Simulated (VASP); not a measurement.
# Cs4Cu (Im-3m) in VASP: single point with PBE

Aim: the single point of Cs4Cu with PBE.

Program: VASP 6.6.1. These are calculated values, not measurements. Logs are shortened: lines on timing, memory, paths and dates and some standing lists are left out, and cuts for length are marked.

**1. The cell of the first run**

Symmetry: Im-3m, No. 229, cubic system. The conventional cell has a = 9.311 Å, b = 9.311 Å, c = 9.311 Å, α = 90.00°, β = 90.00°, γ = 90.00°. Cs (site symmetry -3m) has 2 Cu at 4.03 Å and 6 Cs at 4.66 Å within 5.3 Å. Cu (site symmetry m-3m) has 8 Cs at 4.03 Å within 5.3 Å.

The cell was generated, and may not be a known phase.

**2. Single point, PBE**

File INCAR:

```
  PREC = Accurate
  ENCUT = 520
  EDIFF = 1E-6
  ISMEAR = 0
  SIGMA = 0.1
  LREAL = False
  LASPH = True
  NELM = 60
  ALGO = Normal
  ISIF = 2
  LWAVE = False
  LCHARG = True
  GGA = PE
  LELF = True
  LVHAR = True
  NBANDS = 32
```

File KPOINTS:

```
regular mesh
0
Gamma
  4 4 4
```

File POSCAR:

```
Cs4Cu
1.0
   -4.6556779711      4.6556779711      4.6556779711
    4.6556779711     -4.6556779711      4.6556779711
    4.6556779711      4.6556779711     -4.6556779711
Cs Cu
4 1
Direct
    0.0000000000      0.0000000000      0.5000000000
    0.0000000000      0.5000000000      0.0000000000
    0.5000000000      0.0000000000      0.0000000000
    0.5000000000      0.5000000000      0.5000000000
    0.0000000000      0.0000000000      0.0000000000
```

Potentials or basis: VASP PAW PBE potentials, release 64 (Cs_sv, Cu).

Command:

```bash
> cat potpaw_PBE.64/Cs_sv/POTCAR potpaw_PBE.64/Cu/POTCAR > POTCAR
> mpirun -np 1 vasp_std > vasp.out
```

OUTCAR:

```text
PREC = Accurate
   ENCUT = 520
   EDIFF = 1E-6
   ISMEAR = 0
   LREAL = False
   LASPH = True
   NELM = 60
   ISIF = 2
   GGA = PE

 ion  position               nearest neighbor table
   1  0.000  0.000  0.500-
   2  0.000  0.500  0.000-
   3  0.500  0.000  0.000-
   4  0.500  0.500  0.500-
   5  0.000  0.000  0.000-

  LATTYP: Found a body centered cubic cell.
 ALAT       =     9.3113559422

  Lattice vectors:

 A1 = (  -4.6556779711,   4.6556779711,   4.6556779711)
 A2 = (   4.6556779711,  -4.6556779711,   4.6556779711)
 A3 = (   4.6556779711,   4.6556779711,  -4.6556779711)

Analysis of symmetry for initial positions (statically):
=====================================================================
 Subroutine PRICEL returns:
 Original cell was already a primitive cell.

 Routine SETGRP: Setting up the symmetry group for a
 body centered cubic supercell.

 Subroutine GETGRP returns: Found 48 space group operations
 (whereof 48 operations were pure point group operations)
 out of a pool of 48 trial point group operations.

The static configuration has the point symmetry O_h .

Analysis of symmetry for dynamics (positions and initial velocities):
=====================================================================
 Subroutine PRICEL returns:
 Original cell was already a primitive cell.

 Routine SETGRP: Setting up the symmetry group for a
 body centered cubic supercell.

 Subroutine GETGRP returns: Found 48 space group operations
 (whereof 48 operations were pure point group operations)
 out of a pool of 48 trial point group operations.

The dynamic configuration has the point symmetry O_h .

 Subroutine INISYM returns: Found 48 space group operations
 (whereof 48 operations are pure point group operations),
 and found     1 'primitive' translations

----------------------------------------------------------------------------------------

                                     Primitive cell

  volume of cell :     403.6536

  direct lattice vectors                    reciprocal lattice vectors
    -4.655677971  4.655677971  4.655677971     0.000000000  0.107395744  0.107395744
     4.655677971 -4.655677971  4.655677971     0.107395744  0.000000000  0.107395744
     4.655677971  4.655677971 -4.655677971     0.107395744  0.107395744  0.000000000

  length of vectors
     8.063870790  8.063870790  8.063870790     0.151880518  0.151880518  0.151880518

  position of ions in fractional coordinates (direct lattice)
     0.000000000  0.000000000  0.500000000
     0.000000000  0.500000000  0.000000000
     0.500000000  0.000000000  0.000000000
     0.500000000  0.500000000  0.500000000
     0.000000000  0.000000000  0.000000000

  ion indices of the primitive-cell ions
   primitive index   ion index
                 1           1
                 2           2
                 3           3
                 4           4
                 5           5

----------------------------------------------------------------------------------------

 KPOINTS: regular mesh

Automatic generation of k-mesh.
 Grid dimensions read from file:
 generate k-points for:    4    4    4

 Generating k-lattice:

  Cartesian coordinates                     Fractional coordinates (reciprocal lattice)
     0.000000000  0.026848936  0.026848936     0.250000000  0.000000000  0.000000000
     0.026848936  0.000000000  0.026848936     0.000000000  0.250000000  0.000000000
     0.026848936  0.026848936  0.000000000     0.000000000  0.000000000  0.250000000

  Length of vectors
     0.037970129  0.037970129  0.037970129

  Shift w.r.t. Gamma in fractional coordinates (k-lattice)
     0.000000000  0.000000000  0.000000000

 Subroutine IBZKPT returns following result:
 ===========================================

 Found      8 irreducible k-points:

 Following reciprocal coordinates:
            Coordinates               Weight
  0.000000  0.000000  0.000000      1.000000
  0.250000  0.000000  0.000000     12.000000
  0.500000  0.000000  0.000000      6.000000
  0.250000  0.250000  0.000000     24.000000
  0.250000  0.250000  0.250000      2.000000
 -0.250000  0.250000  0.250000      6.000000
  0.500000  0.500000  0.250000     12.000000
  0.500000  0.500000  0.500000      1.000000
   k-points           NKPTS =      8   k-points in BZ     NKDIM =      8   number of bands    NBANDS=     32
   number of dos      NEDOS =    301   number of ions     NIONS =      5
   total plane-waves  NPLWV = 216000
   dimension x,y,z NGX =    60 NGY =   60 NGZ =   60
   dimension x,y,z NGXF=   120 NGYF=  120 NGZF=  120
   ions per type =               4   1
   NGX,Y,Z   is equivalent  to a cutoff of  12.37, 12.37, 12.37 a.u.
   NGXF,Y,Z  is equivalent  to a cutoff of  24.74, 24.74, 24.74 a.u.
 SYSTEM =  unknown system
   PREC   = accura    normal or accurate (medium, high low for compatibility)
   ISTART =      0    job   : 0-new  1-cont  2-samecut
   ICHARG =      2    charge: 1-file 2-atom 10-const
   ISPIN  =      1    spin polarized calculation?
   LNONCOLLINEAR =      F non collinear calculations
   LSORBIT =      F    spin-orbit coupling
   LASPH  =      T    aspherical Exc in radial PAW
   ENCUT  =  520.0 eV  38.22 Ry    6.18 a.u.  14.99 14.99 14.99*2*pi/ulx,y,z
   NELM   =     60;   NELMIN=  2; NELMDL= -5     # of ELM steps
   EDIFF  = 0.1E-05   stopping-criterion for ELM
   LREAL  =      F    real-space projection
   EDIFFG = 0.1E-04   stopping-criterion for IOM
   NSW    =      0    number of steps for IOM
   IBRION =     -1    ionic relax: 0-MD 1-quasi-New 2-CG
   NFREE  =      0    steps in history (QN), initial steepest desc. (CG)
   ISIF   =      2    stress and relaxation
   ISYM   =      2    0-nonsym 1-usesym 2-fastsym
   POTIM  = 0.5000    time-step for ionic-motion
   TEBEG  =    0.0;   TEEND  =   0.0 temperature during run
   PSTRESS=    0.0 pullay stress
   NELECT =      47.0000    total number of electrons
   NUPDOWN=      -1.0000    fix difference up-down
   EMIN   =  10.00;   EMAX   =-10.00  energy-range for DOS
   EFERMI =   0.00;   METHOD = LEGACY
   ISMEAR =     0;   SIGMA  =   0.10  broadening in eV -4-tet -1-fermi 0-gaus
   EFERMI_NEDOS =   21; number of points for ismear=-14 and -15
   IALGO  =     38    algorithm
   IMIX   =      4    mixing-type and parameters
     AMIX     =   0.40;   BMIX     =  1.00
     AMIX_MAG =   1.60;   BMIX_MAG =  1.00
  volume/ion in A,a.u.               =      80.73       544.80
  Fermi-wavevector in a.u.,A,eV,Ry     =   0.799413  1.510671  8.694954  0.639061
  Thomas-Fermi vector in A             =   1.906512
   LORBIT       =      0    0 simple, 1 ext, 2 COOP (PROOUT), +10 PAW based schemes
   GGA     = PE    functional components
   LHFCALC =     F    Hartree Fock is set to
   AEXX    =    0.0000 exact exchange contribution
   IVDW    =     0    specifies the selected vdW correction
   LEPSILON=     F    determine dielectric tensor
   LRPA    =     F    only Hartree local field effects (RPA)
 non-spin polarized calculation
 Gauss-broadening in eV      SIGMA  =   0.10
  energy-cutoff  :      520.00
  volume of cell :      403.65
 maximum number of plane-waves:     10990
   NGX = 29   NGY = 29   NGZ = 29

 number of electron      47.0000028 magnetization

 Free energy of the ion-electron system (eV)
  ---------------------------------------------------
  ext. energy  EPLUGINS =         0.00000000
  ---------------------------------------------------
  free energy    TOTEN  =        -5.92628589 eV

  energy without entropy =       -5.88727163  energy(sigma->0) =       -5.90677876

 E-fermi :   0.9769     XC(G=0):  -6.0447

 val. band max:        0.9674847101   @ k =   0.5000   0.5000   0.2500
 cond. band min:       1.0015982180   @ k =   0.5000   0.0000   0.0000
 fundamental gap:      0.0341135079
 Fermi energy:         0.9769358014

 k-point     1 :       0.0000    0.0000    0.0000
  band No.  band energies     occupation
      1     -22.8378      2.00000
      2     -22.8043      2.00000
      3     -22.8043      2.00000
      4     -22.8043      2.00000
      5      -9.8100      2.00000
      6      -9.8100      2.00000
[... 24 lines left out ...]
     31       2.7533      0.00000
     32       2.7533      0.00000

 k-point     2 :       0.2500    0.0000    0.0000
  band No.  band energies     occupation
      1     -22.8329      2.00000
      2     -22.8091      2.00000
      3     -22.8043      2.00000
      4     -22.8043      2.00000
      5      -9.7995      2.00000
      6      -9.7984      2.00000
[... 24 lines left out ...]
     31       2.7229      0.00000
     32       2.8815      0.00000

 k-point     3 :       0.5000    0.0000    0.0000
  band No.  band energies     occupation
      1     -22.8210      2.00000
      2     -22.8210      2.00000
      3     -22.8044      2.00000
      4     -22.8044      2.00000
      5      -9.7948      2.00000
      6      -9.7937      2.00000
[... 24 lines left out ...]
     31       2.6563      0.00000
     32       2.8101      0.00000

 k-point     4 :       0.2500    0.2500    0.0000
  band No.  band energies     occupation
      1     -22.8245      2.00000
      2     -22.8126      2.00000
      3     -22.8126      2.00000
      4     -22.8010      2.00000
      5      -9.7840      2.00000
      6      -9.7498      2.00000
[... 24 lines left out ...]
     31       2.8291      0.00000
     32       3.0210      0.00000

 k-point     5 :       0.2500    0.2500    0.2500
  band No.  band energies     occupation
      1     -22.8127      2.00000
      2     -22.8127      2.00000
      3     -22.8127      2.00000
      4     -22.8127      2.00000
      5      -9.6736      2.00000
      6      -9.6736      2.00000
[... 24 lines left out ...]
     31       2.9505      0.00000
     32       3.0690      0.00000

 k-point     6 :      -0.2500    0.2500    0.2500
  band No.  band energies     occupation
      1     -22.8293      2.00000
      2     -22.8126      2.00000
      3     -22.8126      2.00000
      4     -22.7962      2.00000
      5      -9.8330      2.00000
      6      -9.7954      2.00000
[... 24 lines left out ...]
     31       2.6681      0.00000
     32       3.2052      0.00000

 k-point     7 :       0.5000    0.5000    0.2500
  band No.  band energies     occupation
      1     -22.8209      2.00000
      2     -22.8209      2.00000
      3     -22.8160      2.00000
      4     -22.7928      2.00000
      5      -9.8338      2.00000
      6      -9.8053      2.00000
[... 24 lines left out ...]
     31       2.9349      0.00000
     32       2.9443      0.00000

 k-point     8 :       0.5000    0.5000    0.5000
  band No.  band energies     occupation
      1     -22.8208      2.00000
      2     -22.8208      2.00000
      3     -22.8208      2.00000
      4     -22.7881      2.00000
      5      -9.8557      2.00000
      6      -9.8557      2.00000
[... 24 lines left out ...]
     31       2.9311      0.00000
     32       2.9311      0.00000

------------------------ aborting loop because EDIFF is reached ----------------------------------------

  FORCE on cell =-STRESS in cart. coord.  units (eV):
  Direction    XX          YY          ZZ          XY          YZ          ZX
  --------------------------------------------------------------------------------------
  -------------------------------------------------------------------------------------
  Total        0.1198252      0.1198252      0.1198252      0.0000000     -0.0000000      0.0000000
  in kB        0.4756089      0.4756089      0.4756089      0.0000000     -0.0000000      0.0000000
  external PRESSURE =       0.4756089 kB  Pullay stress =       0.0000000 kB

 VOLUME and BASIS-vectors are now :
 -----------------------------------------------------------------------------
  energy-cutoff  :      520.00
  volume of cell :      403.65
      direct lattice vectors                 reciprocal lattice vectors
    -4.655677971  4.655677971  4.655677971     0.000000000  0.107395744  0.107395744
     4.655677971 -4.655677971  4.655677971     0.107395744  0.000000000  0.107395744
     4.655677971  4.655677971 -4.655677971     0.107395744  0.107395744  0.000000000

 POSITION                                       TOTAL-FORCE (eV/Angst)
 -----------------------------------------------------------------------------------
      2.32784      2.32784     -2.32784         0.000000      0.000000      0.000000
      2.32784     -2.32784      2.32784         0.000000      0.000000      0.000000
     -2.32784      2.32784      2.32784        -0.000000     -0.000000     -0.000000
      2.32784      2.32784      2.32784         0.000000      0.000000     -0.000000
      0.00000      0.00000      0.00000        -0.000000      0.000000     -0.000000
 -----------------------------------------------------------------------------------
    total drift:                               -0.000000     -0.000000      0.000000

  FREE ENERGIE OF THE ION-ELECTRON SYSTEM (eV)
  ---------------------------------------------------
  free  energy   TOTEN  =        -5.9262858877 eV

  energy  without entropy=       -5.8872716253  energy(sigma->0) =       -5.90677876
```

Run time: 2.8 min. Hardware: 1 thread of Intel Xeon 8259CL, shared host; peak memory 0.52 GiB.

Results:

- Free energy: -5.9263 eV
- Pressure: 0.0 GPa
- Band gap on the k mesh: zero (an odd number of electrons rules out a gap without spin polarisation)

Caveat: spin-orbit coupling is left out, which moves the levels of the heavy elements.

The gap in the log of VASP goes by the Fermi energy; the results here count the filled bands.